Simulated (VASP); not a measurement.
Wanted: the native input for a VASP 6.6.1 run.

```
Task                   : single point
Functional             : PBE
Potentials or basis    : VASP PAW PBE potentials, release 64 (Ir)
Cutoff                 : 520 eV
k mesh                 : 18 × 18 × 10
Occupations            : gaussian, width 0.15 eV
Spin                   : no spin polarisation
Dipole correction      : no
Further INCAR settings : ALGO = Normal; EDIFF = 1e-06; NBANDS = 16
```

The structure of Ir lies in POSCAR:

```
Ir
1.0
    2.7478111495      0.0000000000      0.0000000000
   -1.3739055747      2.3796742603      0.0000000000
    0.0000000000      0.0000000000      4.6756000000
Ir
2
Direct
    0.6666666667      0.3333333333      0.7500000000
    0.3333333333      0.6666666667      0.2500000000
```

The input as run:

INCAR

```
SYSTEM = Ir
ALGO     = Normal         ! electronic algorithm
EDIFF    = 1E-6           ! SCF threshold, eV
ENCUT    = 520            ! plane-wave cutoff, eV
GGA      = PE             ! functional
ISIF     = 2              ! what is computed and relaxed
ISMEAR   = 0              ! smearing method
LASPH    = .TRUE.         ! aspherical terms in the spheres
LCHARG   = .FALSE.        ! write CHGCAR
LREAL    = .FALSE.        ! projectors in reciprocal space
LWAVE    = .FALSE.        ! write WAVECAR
NBANDS   = 16             ! bands
NELM     = 80             ! most SCF steps
PREC     = Accurate       ! precision mode
SIGMA    = 0.15           ! smearing width, eV
```

KPOINTS

```
k-points
0
G
  18 18 10
  0 0 0
```

Potentials or basis: VASP PAW PBE potentials, release 64 (Ir).

The run is started by

```console
$ cat potpaw_PBE.64/Ir/POTCAR > POTCAR
$ mpirun -np 1 vasp_std > vasp.out
```

Results of the run:

```yaml
Pressure: -13.7 GPa
Band_gap_on_the_k_mesh: zero (band 9 reaches 10.27 eV, above the bottom of band 10 at 7.09 eV)
```

Caveat: spin-orbit coupling is left out, which moves the levels of the heavy elements.

Run time: 43 s on 1 thread of AMD EPYC 9R45 96-Core Processor (Zen 5), with other jobs on the host, peak memory 0.18 GiB.
